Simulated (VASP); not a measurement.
# Ta (Im-3m) in VASP: further runs

Runs on Ta. Level: PBE. Tasks: single point.

All numbers are computed with VASP 6.6.1; they aren't measurements. Logs are shortened: lines on timing, memory, paths and dates and some standing lists are left out, and cuts for length are marked.

**1. The cell of the first run**

It takes space group Im-3m (No. 229, cubic). Conventional cell: a = 2.545 Å, b = 2.545 Å, c = 2.545 Å, α = 90.00°, β = 90.00°, γ = 90.00°. Ta (site symmetry m-3m) has 14 Ta at 2.20 to 2.54 Å within 2.9 Å.

**2. Single point, PBE (volume scaled by 0.45)**

Contents of INCAR:

```
ALGO = Normal
EDIFF = 1E-7
ENCUT = 520
GGA = PE
ISIF = 2
ISMEAR = -1
LASPH = T
LCHARG = F
LREAL = F
LWAVE = F
NBANDS = 12
NELM = 60
PREC = Accurate
SIGMA = 0.05
```

Contents of KPOINTS:

```
k-points
0
Gamma
  16 16 16
```

Contents of POSCAR:

```
Ta
1.0
   -1.2723882298      1.2723882298      1.2723882298
    1.2723882298     -1.2723882298      1.2723882298
    1.2723882298      1.2723882298     -1.2723882298
Ta
1
Direct
    0.0000000000      0.0000000000      0.0000000000
```

Potentials or basis: VASP PAW PBE potentials, release 64 (Ta_pv).

Command:

```
> cat potpaw_PBE.64/Ta_pv/POTCAR > POTCAR
> mpirun -np 1 vasp_std > vasp.out
```

OUTCAR:

```text
EDIFF = 1E-7
   ENCUT = 520
   GGA = PE
   ISIF = 2
   ISMEAR = -1
   LASPH = T
   LREAL = F
   NELM = 60
   PREC = Accurate

 ion  position               nearest neighbor table
   1  0.000  0.000  0.000-

  LATTYP: Found a body centered cubic cell.
 ALAT       =     2.5447764596

  Lattice vectors:

 A1 = (  -1.2723882298,   1.2723882298,   1.2723882298)
 A2 = (   1.2723882298,  -1.2723882298,   1.2723882298)
 A3 = (   1.2723882298,   1.2723882298,  -1.2723882298)

Analysis of symmetry for initial positions (statically):
=====================================================================
 Subroutine PRICEL returns:
 Original cell was already a primitive cell.

 Routine SETGRP: Setting up the symmetry group for a
 body centered cubic supercell.

 Subroutine GETGRP returns: Found 48 space group operations
 (whereof 48 operations were pure point group operations)
 out of a pool of 48 trial point group operations.

The static configuration has the point symmetry O_h .

Analysis of symmetry for dynamics (positions and initial velocities):
=====================================================================
 Subroutine PRICEL returns:
 Original cell was already a primitive cell.

 Routine SETGRP: Setting up the symmetry group for a
 body centered cubic supercell.

 Subroutine GETGRP returns: Found 48 space group operations
 (whereof 48 operations were pure point group operations)
 out of a pool of 48 trial point group operations.

The dynamic configuration has the point symmetry O_h .

 Subroutine INISYM returns: Found 48 space group operations
 (whereof 48 operations are pure point group operations),
 and found     1 'primitive' translations

----------------------------------------------------------------------------------------

                                     Primitive cell

  volume of cell :       8.2398

  direct lattice vectors                    reciprocal lattice vectors
    -1.272388230  1.272388230  1.272388230     0.000000000  0.392961824  0.392961824
     1.272388230 -1.272388230  1.272388230     0.392961824  0.000000000  0.392961824
     1.272388230  1.272388230 -1.272388230     0.392961824  0.392961824  0.000000000

  length of vectors
     2.203841061  2.203841061  2.203841061     0.555731941  0.555731941  0.555731941

  position of ions in fractional coordinates (direct lattice)
     0.000000000  0.000000000  0.000000000

  ion indices of the primitive-cell ions
[... 80 lines left out ...]
   ISIF   =      2    stress and relaxation
   ISYM   =      2    0-nonsym 1-usesym 2-fastsym
   POTIM  = 0.5000    time-step for ionic-motion
   TEBEG  =    0.0;   TEEND  =   0.0 temperature during run
   PSTRESS=    0.0 pullay stress
   NELECT =      11.0000    total number of electrons
   NUPDOWN=      -1.0000    fix difference up-down
   EMIN   =  10.00;   EMAX   =-10.00  energy-range for DOS
   EFERMI =   0.00;   METHOD = LEGACY
   ISMEAR =    -1;   SIGMA  =   0.05  broadening in eV -4-tet -1-fermi 0-gaus
   EFERMI_NEDOS =   21; number of points for ismear=-14 and -15
   IALGO  =     38    algorithm
   IMIX   =      4    mixing-type and parameters
     AMIX     =   0.40;   BMIX     =  1.00
     AMIX_MAG =   1.60;   BMIX_MAG =  1.00
  volume/ion in A,a.u.               =       8.24        55.61
  Fermi-wavevector in a.u.,A,eV,Ry     =   1.802600  3.406420 44.210329  3.249368
  Thomas-Fermi vector in A             =   2.862883
   LORBIT       =      0    0 simple, 1 ext, 2 COOP (PROOUT), +10 PAW based schemes
   GGA     = PE    functional components
   LHFCALC =     F    Hartree Fock is set to
   AEXX    =    0.0000 exact exchange contribution
   IVDW    =     0    specifies the selected vdW correction
   LEPSILON=     F    determine dielectric tensor
   LRPA    =     F    only Hartree local field effects (RPA)
 non-spin polarized calculation
  energy-cutoff  :      520.00
  volume of cell :        8.24
 maximum number of plane-waves:       236
   NGX =  9   NGY =  9   NGZ =  9

 number of electron      10.9999998 magnetization

 Free energy of the ion-electron system (eV)
  ---------------------------------------------------
  ext. energy  EPLUGINS =         0.00000000
  ---------------------------------------------------
  free energy    TOTEN  =        -0.12995977 eV

  energy without entropy =       -0.12681081  energy(sigma->0) =       -0.12838529

 E-fermi :  15.2568     XC(G=0): -17.2012

 val. band max:       15.2282429194   @ k =  -0.2500   0.3125   0.1875
 cond. band min:      15.2665867054   @ k =  -0.4375   0.4375   0.1250
 fundamental gap:      0.0383437859
 Fermi energy:        15.2568308520

 k-point     1 :       0.0000    0.0000    0.0000
  band No.  band energies     occupation
      1     -15.7179      2.00000
      2     -15.7179      2.00000
      3     -15.7179      2.00000
      4       5.8227      2.00000
      5      13.4565      2.00000
      6      13.4565      2.00000
      7      13.4565      2.00000
      8      20.2254      0.00000
      9      20.2254      0.00000
     10      30.2894      0.00000
     11      33.0485      0.00000
     12      33.0485      0.00000
[... 331 lines left out ...]
 k-point    24 :       0.2500    0.1875    0.0000
  band No.  band energies     occupation
      1     -23.6646      2.00000
      2     -19.4281      2.00000
      3     -16.8067      2.00000
      4       7.5377      2.00000
      5      10.2144      2.00000
      6      15.8688      0.00001
      7      19.4908      0.00000
      8      24.3182      0.00000
      9      30.1442      0.00000
     10      30.4113      0.00000
     11      37.2727      0.00000
     12      42.0480      0.00000

 [... further k-points ...]

------------------------ aborting loop because EDIFF is reached ----------------------------------------

  FORCE on cell =-STRESS in cart. coord.  units (eV):
  Direction    XX          YY          ZZ          XY          YZ          ZX
  --------------------------------------------------------------------------------------
  -------------------------------------------------------------------------------------
  Total       38.0784860     38.0784860     38.0784860      0.0000000      0.0000000      0.0000000
  in kB     7404.0839626   7404.0839626   7404.0839626      0.0000000      0.0000000      0.0000000
  external PRESSURE =    7404.0839626 kB  Pullay stress =       0.0000000 kB

 VOLUME and BASIS-vectors are now :
 -----------------------------------------------------------------------------
  energy-cutoff  :      520.00
  volume of cell :        8.24
      direct lattice vectors                 reciprocal lattice vectors
    -1.272388230  1.272388230  1.272388230     0.000000000  0.392961824  0.392961824
     1.272388230 -1.272388230  1.272388230     0.392961824  0.000000000  0.392961824
     1.272388230  1.272388230 -1.272388230     0.392961824  0.392961824  0.000000000

 POSITION                                       TOTAL-FORCE (eV/Angst)
 -----------------------------------------------------------------------------------
      0.00000      0.00000      0.00000         0.000000     -0.000000      0.000000
 -----------------------------------------------------------------------------------
    total drift:                               -0.000000      0.000000     -0.000000

  FREE ENERGIE OF THE ION-ELECTRON SYSTEM (eV)
  ---------------------------------------------------
  free  energy   TOTEN  =        -0.1299597740 eV

  energy  without entropy=       -0.1268108143  energy(sigma->0) =       -0.12838529
```

OSZICAR:

```text
N       E                     dE             d eps       ncg     rms          rms(c)
DAV:   1     0.661819585258E+02    0.66182E+02   -0.61645E+03  3620   0.101E+03
DAV:   2    -0.296698429095E-01   -0.66212E+02   -0.63831E+02  3828   0.270E+02
DAV:   3    -0.672012362413E+00   -0.64234E+00   -0.64138E+00  3872   0.238E+01
DAV:   4    -0.672347769764E+00   -0.33541E-03   -0.33540E-03  3816   0.614E-01
DAV:   5    -0.672347953968E+00   -0.18420E-06   -0.18504E-06  3852   0.136E-02    0.520E+01
DAV:   6    -0.309108690668E+00    0.36324E+00   -0.31714E-02  3532   0.188E+00    0.304E+01
DAV:   7    -0.129528065929E+00    0.17958E+00   -0.58505E-02  3596   0.241E+00    0.282E-01
DAV:   8    -0.129894002859E+00   -0.36594E-03   -0.70684E-04  3752   0.316E-01    0.109E-01
DAV:   9    -0.129962623295E+00   -0.68620E-04   -0.54914E-05  3884   0.860E-02    0.251E-02
DAV:  10    -0.129959663966E+00    0.29593E-05   -0.14202E-06  3672   0.165E-02    0.580E-03
DAV:  11    -0.129959774052E+00   -0.11009E-06   -0.85347E-09  2264   0.106E-03    0.268E-04
DAV:  12    -0.129959774035E+00    0.17280E-10   -0.14562E-09  1792   0.473E-04
   1 F= -.12995977E+00 E0= -.12838529E+00  d E =-.314896E-02
```

stdout:

```text
POSCAR found type information on POSCAR Ta
 POSCAR found :  1 types and       1 ions
 scaLAPACK will be used
 LDA part: xc-table for (Slater+PW92), standard interpolation
 POSCAR, INCAR and KPOINTS ok, starting setup
 FFT: planning ... GRIDC
 FFT: planning ... GRID_SOFT
 FFT: planning ... GRID
 WAVECAR not read
 entering main loop
```

Run time: 4.1 s. Hardware: 1 thread of Intel Xeon 6975P-C (Granite Rapids), shared host; peak memory 0.12 GiB.

The run converged, but its numbers aren't listed here, since they failed a check.

Caveat: spin-orbit coupling is left out, which moves the levels of the heavy elements.

**3. Single point, PBE (volume scaled by 0.45, source ansatz)**

Contents of INCAR:

```
SYSTEM = Ta
PREC = Accurate
ENCUT = 520
EDIFF = 1E-6
ISMEAR = -1
SIGMA = 0.05
LREAL = .False.
LASPH = .True.
NELM = 80
ALGO = Normal
ISIF = 2
LWAVE = .False.
LCHARG = .True.
GGA = PE
LELF = .True.
LVHAR = .True.
NBANDS = 12
```

Contents of KPOINTS:

```
regular mesh
0
Gamma
  16 16 16
  0 0 0
```

POSCAR is that of step 2.

Potentials or basis: VASP PAW PBE potentials, release 64 (Ta_pv).

Command:

```
> cat potpaw_PBE.64/Ta_pv/POTCAR > POTCAR
> mpirun -np 1 vasp_std > vasp.out
```

It took 3.9 s on 1 thread of Intel Xeon 6975P-C (Granite Rapids), shared host; peak memory 0.12 GiB.

The run converged, but its numbers aren't listed here, since they failed a check.

Caveat: spin-orbit coupling is left out, which moves the levels of the heavy elements.

**4. Single point, PBE (volume scaled by 0.52)**

Contents of INCAR:

```
PREC = Accurate ; ENCUT = 520
EDIFF = 1E-6 ; ISMEAR = -1
SIGMA = 0.05 ; LREAL = F
LASPH = T ; NELM = 80
ALGO = Normal ; ISIF = 2
LWAVE = F ; LCHARG = T
GGA = PE ; LELF = T
LVHAR = T ; NBANDS = 12
```

Contents of KPOINTS:

```
regular mesh
0
Gamma
  16 16 16
```

Contents of POSCAR:

```
Ta
1.0
   -1.3352110555      1.3352110555      1.3352110555
    1.3352110555     -1.3352110555      1.3352110555
    1.3352110555      1.3352110555     -1.3352110555
Ta
1
Direct
    0.0000000000      0.0000000000      0.0000000000
```

Command:

```
> cat potpaw_PBE.64/Ta_pv/POTCAR > POTCAR
> mpirun -np 1 vasp_std > vasp.out
```

It took 7.4 s on 1 thread of Intel Xeon 6975P-C (Granite Rapids), shared host; peak memory 0.13 GiB.

The run converged. Its results:

```yaml
Free_energy: -4.7580 eV
Pressure: 445.8 GPa
```

Levels at points of the mesh, in eV from the Fermi level:
```csv
k point,band 1,band 2,band 3,band 4,band 5,band 6,band 7,band 8,band 9,band 10
"(0.00, 0.00, 0.00)",-31.21,-31.21,-31.21,-9.70,-0.88,-0.88,-0.88,5.13,5.13,15.39
"(0.50, 0.00, 0.00)",-38.27,-33.35,-31.43,-9.26,-5.76,6.21,7.32,8.02,14.56,15.33
"(0.50, 0.50, 0.50)",-35.83,-35.83,-35.83,-10.65,-10.65,12.63,12.63,12.63,15.32,16.94
```

Caveat: spin-orbit coupling is left out, which moves the levels of the heavy elements.

**5. Single point, PBE (volume scaled by 0.52)**

Contents of INCAR:

```
SYSTEM = Ta
ALGO     = Normal         ! electronic algorithm
EDIFF    = 1E-6           ! SCF threshold, eV
ENCUT    = 520            ! plane-wave cutoff, eV
GGA      = PE             ! functional
ISIF     = 2              ! what is computed and relaxed
ISMEAR   = -1             ! smearing method
LASPH    = .TRUE.         ! aspherical terms in the spheres
LCHARG   = .TRUE.         ! write CHGCAR
LELF     = .TRUE.         ! ELF
LREAL    = .FALSE.        ! projectors in reciprocal space
LVHAR    = .TRUE.       
LWAVE    = .FALSE.        ! write WAVECAR
NBANDS   = 12             ! bands
NELM     = 100            ! most SCF steps
PREC     = Accurate       ! precision mode
SIGMA    = 0.05           ! smearing width, eV
```

Contents of KPOINTS:

```
k-points
0
G
  16 16 16
  0 0 0
```

POSCAR is that of step 4.

Potentials or basis: VASP PAW PBE potentials, release 64 (Ta_pv).

Command:

```
> cat potpaw_PBE.64/Ta_pv/POTCAR > POTCAR
> mpirun -np 1 vasp_std > vasp.out
```

OUTCAR:

```text
SYSTEM = Ta
   EDIFF = 1E-6
   ENCUT = 520
   GGA = PE
   ISIF = 2
   ISMEAR = -1
   LASPH = .TRUE.
   LREAL = .FALSE.
   NELM = 100
   PREC = Accurate

 ion  position               nearest neighbor table
   1  0.000  0.000  0.000-

  LATTYP: Found a body centered cubic cell.
 ALAT       =     2.6704221110

  Lattice vectors:

 A1 = (  -1.3352110555,   1.3352110555,   1.3352110555)
 A2 = (   1.3352110555,  -1.3352110555,   1.3352110555)
 A3 = (   1.3352110555,   1.3352110555,  -1.3352110555)

Analysis of symmetry for initial positions (statically):
=====================================================================
 Subroutine PRICEL returns:
 Original cell was already a primitive cell.

 Routine SETGRP: Setting up the symmetry group for a
 body centered cubic supercell.

 Subroutine GETGRP returns: Found 48 space group operations
 (whereof 48 operations were pure point group operations)
 out of a pool of 48 trial point group operations.

The static configuration has the point symmetry O_h .

Analysis of symmetry for dynamics (positions and initial velocities):
[... 165 lines left out ...]
  band No.  band energies     occupation
      1     -18.3589      2.00000
      2     -18.3589      2.00000
      3     -18.3589      2.00000
      4       3.1575      2.00000
      5      11.9771      2.00000
      6      11.9771      2.00000
      7      11.9771      2.00000
      8      17.9887      0.00000
      9      17.9887      0.00000
     10      28.2456      0.00000
     11      30.2720      0.00000
     12      30.2720      0.00000
[... 331 lines left out ...]
 k-point    24 :       0.2500    0.1875    0.0000
  band No.  band energies     occupation
      1     -24.0653      2.00000
      2     -20.8981      2.00000
      3     -19.0911      2.00000
      4       6.4707      2.00000
      5       8.8100      2.00000
      6      12.8723      0.83532
      7      17.1179      0.00000
      8      21.1060      0.00000
      9      25.9968      0.00000
     10      28.2115      0.00000
     11      33.1071      0.00000
     12      37.6359      0.00000

 [... further k-points ...]

------------------------ aborting loop because EDIFF is reached ----------------------------------------

  FORCE on cell =-STRESS in cart. coord.  units (eV):
  Direction    XX          YY          ZZ          XY          YZ          ZX
  --------------------------------------------------------------------------------------
  -------------------------------------------------------------------------------------
  Total       26.4953516     26.4953516     26.4953516     -0.0000000      0.0000000      0.0000000
  in kB     4458.3126286   4458.3126286   4458.3126286     -0.0000000      0.0000000      0.0000000
  external PRESSURE =    4458.3126286 kB  Pullay stress =       0.0000000 kB

 VOLUME and BASIS-vectors are now :
 -----------------------------------------------------------------------------
  energy-cutoff  :      520.00
  volume of cell :        9.52
      direct lattice vectors                 reciprocal lattice vectors
    -1.335211056  1.335211056  1.335211056     0.000000000  0.374472633  0.374472633
     1.335211056 -1.335211056  1.335211056     0.374472633  0.000000000  0.374472633
     1.335211056  1.335211056 -1.335211056     0.374472633  0.374472633  0.000000000

 POSITION                                       TOTAL-FORCE (eV/Angst)
 -----------------------------------------------------------------------------------
      0.00000      0.00000      0.00000         0.000000     -0.000000      0.000000
 -----------------------------------------------------------------------------------
    total drift:                                0.000000      0.000000      0.000000

  FREE ENERGIE OF THE ION-ELECTRON SYSTEM (eV)
  ---------------------------------------------------
  free  energy   TOTEN  =        -4.7580080080 eV

  energy  without entropy=       -4.7539251079  energy(sigma->0) =       -4.75596656
```

OSZICAR:

```text
N       E                     dE             d eps       ncg     rms          rms(c)
DAV:   1     0.660702104299E+02    0.66070E+02   -0.62775E+03  3548   0.986E+02
DAV:   2    -0.442460651276E+01   -0.70495E+02   -0.68165E+02  3804   0.269E+02
DAV:   3    -0.515901450016E+01   -0.73441E+00   -0.73290E+00  3964   0.254E+01
DAV:   4    -0.515962152866E+01   -0.60703E-03   -0.60702E-03  3740   0.798E-01
DAV:   5    -0.515962205347E+01   -0.52481E-06   -0.52369E-06  3928   0.222E-02    0.410E+01
DAV:   6    -0.489074017240E+01    0.26888E+00   -0.42236E-02  3504   0.239E+00    0.237E+01
DAV:   7    -0.475815048517E+01    0.13259E+00   -0.66122E-02  3532   0.287E+00    0.307E-01
DAV:   8    -0.475798176131E+01    0.16872E-03   -0.13019E-03  3636   0.446E-01    0.961E-02
DAV:   9    -0.475800976925E+01   -0.28008E-04   -0.33963E-05  3972   0.674E-02    0.291E-02
DAV:  10    -0.475800792301E+01    0.18462E-05   -0.16757E-06  2880   0.174E-02    0.179E-03
DAV:  11    -0.475800800796E+01   -0.84950E-07   -0.29201E-08  1828   0.203E-03
   1 F= -.47580080E+01 E0= -.47559666E+01  d E =-.408290E-02
```

stdout:

```text
POSCAR found type information on POSCAR Ta
 POSCAR found :  1 types and       1 ions
 scaLAPACK will be used
 LDA part: xc-table for (Slater+PW92), standard interpolation
 POSCAR, INCAR and KPOINTS ok, starting setup
 FFT: planning ... GRIDC
 FFT: planning ... GRID_SOFT
 FFT: planning ... GRID
 WAVECAR not read
 entering main loop
```

Run time: 7.5 s. Hardware: 1 thread of Intel Xeon 6975P-C (Granite Rapids), shared host; peak memory 0.13 GiB.

Results:

- Free energy: -4.7580 eV
- Pressure: 445.8 GPa

Caveat: spin-orbit coupling is left out, which moves the levels of the heavy elements.

**6. Single point, PBE (volume scaled by 0.6)**

Contents of INCAR:

```
  PREC = Accurate
  ENCUT = 520
  EDIFF = 1E-6
  ISMEAR = -1
  SIGMA = 0.05
  LREAL = False
  LASPH = True
  NELM = 80
  ALGO = Normal
  ISIF = 2
  LWAVE = False
  LCHARG = False
  GGA = PE
  NBANDS = 12
```

Contents of KPOINTS:

```
Automatic mesh
0
Gamma
  16 16 16
```

Contents of POSCAR:

```
Ta
1.0
   -1.4004444557      1.4004444557      1.4004444557
    1.4004444557     -1.4004444557      1.4004444557
    1.4004444557      1.4004444557     -1.4004444557
Ta
1
Direct
    0.0000000000      0.0000000000      0.0000000000
```

Potentials or basis: VASP PAW PBE potentials, release 64 (Ta_pv).

Command:

```
> cat potpaw_PBE.64/Ta_pv/POTCAR > POTCAR
> mpirun -np 1 vasp_std > vasp.out
```

It took 7.4 s on 1 thread of Intel Xeon 6975P-C (Granite Rapids), shared host; peak memory 0.13 GiB.

Results (log left out):

```yaml
Free_energy: -7.8899 eV
Pressure: 258.5 GPa
```

Levels at points of the mesh, in eV from the Fermi level:
| k point | band 1 | band 2 | band 3 | band 4 | band 5 | band 6 | band 7 | band 8 | band 9 | band 10 |
| --- | --- | --- | --- | --- | --- | --- | --- | --- | --- | --- |
| (0.00, 0.00, 0.00) | -31.31 | -31.31 | -31.31 | -9.39 | 0.00 | 0.00 | 0.00 | 5.31 | 5.31 | 15.76 |
| (0.50, 0.00, 0.00) | -36.28 | -32.82 | -31.43 | -7.58 | -4.15 | 5.62 | 5.94 | 7.59 | 13.57 | 14.19 |
| (0.50, 0.50, 0.50) | -34.58 | -34.58 | -34.58 | -8.31 | -8.31 | 11.41 | 11.41 | 11.41 | 14.75 | 14.75 |

Caveat: spin-orbit coupling is left out, which moves the levels of the heavy elements.
